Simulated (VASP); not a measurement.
## Te: single point with r2SCAN

Te:

```
CELL_PARAMETERS angstrom
2.33625 1.34883 1.71321
-2.33625 1.34883 1.71321
0.00000 -2.69767 1.71321
ATOMIC_POSITIONS crystal
Te 0.50000 0.50000 0.50000
```

```json
{
 "Program": "VASP 6.6.1",
 "Task": "single point",
 "Functional": "r2SCAN",
 "Potentials or basis": "VASP PAW PBE potentials, release 64 (Te)",
 "Cutoff": "520 eV",
 "k mesh": "9 × 9 × 9",
 "Occupations": "fermi-dirac, width 0.05 eV",
 "Spin": "no spin polarisation"
}
```

```
Pressure               : -0.2 GPa
Band gap on the k mesh : zero (band 3 reaches 8.84 eV, above the bottom of band 4 at 3.86 eV)
```

Stress tensor (GPa, compression positive):
```
-0.38  0.00  0.00
 0.00 -0.38  0.00
 0.00  0.00  0.23
```

Levels at points of the mesh, in eV from the Fermi level:
```csv
k point,band 1,band 2,band 3,band 4,band 5,band 6
"(0.00, 0.00, 0.00)",-14.29,0.92,1.45,1.45,6.42,6.42
```

It took 43 s on 1 thread of Intel(R) Xeon(R) Platinum 8488C (Sapphire Rapids) (shared host), peak memory 0.16 GiB.

Caveat: the PAW data sets were made with another functional, which shifts forces and pressure a little; spin-orbit coupling is left out, which moves the levels of the heavy elements.
